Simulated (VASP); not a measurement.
Runs of VASP 6.6.1 on Tl. The structure is that of space group Fd-3m (No. 227), or close to it. The cells are those of the table. This isn't the form of Tl at room conditions, which is hcp.

```tsv
task	cell	k mesh	cutoff (eV)	gap on the mesh (eV)	pressure (GPa)
single point	a = 5.372 Å, angles 60.0°, 2 atoms	8 × 8 × 8	520	none	(a)
single point	a = 5.236 Å, angles 60.0°, 2 atoms	8 × 8 × 8	520	none	0.0
single point	a = 5.305 Å, angles 60.0°, 2 atoms	8 × 8 × 8	520	none	-0.4
single point	a = 5.093 Å, angles 60.0°, 2 atoms	8 × 8 × 8	520	none	1.0
single point	a = 5.438 Å, angles 60.0°, 2 atoms	8 × 8 × 8	520	none	(b)
relaxation of cell and atoms	relaxed from a = 4.748 Å, angles 60.0°, 2 atoms	8 × 8 × 8	600	none	0.0
single point	a = 5.236 Å, angles 60.0°, 2 atoms	12 × 12 × 12	520	none	0.0
single point	a = 5.166 Å, angles 60.0°, 2 atoms	8 × 8 × 8	520	none	0.4
single point	a = 5.018 Å, angles 60.0°, 2 atoms	8 × 8 × 8	520	none	1.8
```

Alike in all rows: level BLYP; potentials or basis VASP PAW PBE potentials, release 64 (Tl_d); no spin polarisation; smearing fermi-dirac 0.1 eV.

Problem. Estimate the missing entries.

Solution. (a) -0.6; (b) -0.8.

Caveats: the PAW data sets were made with another functional, which shifts forces and pressure a little; spin-orbit coupling is left out, which moves the levels of the heavy elements.

A k mesh can miss the band edges, and the runs leave out spin-orbit coupling on Tl.

A gap of «none» marks levels without a gap at the run's occupations.
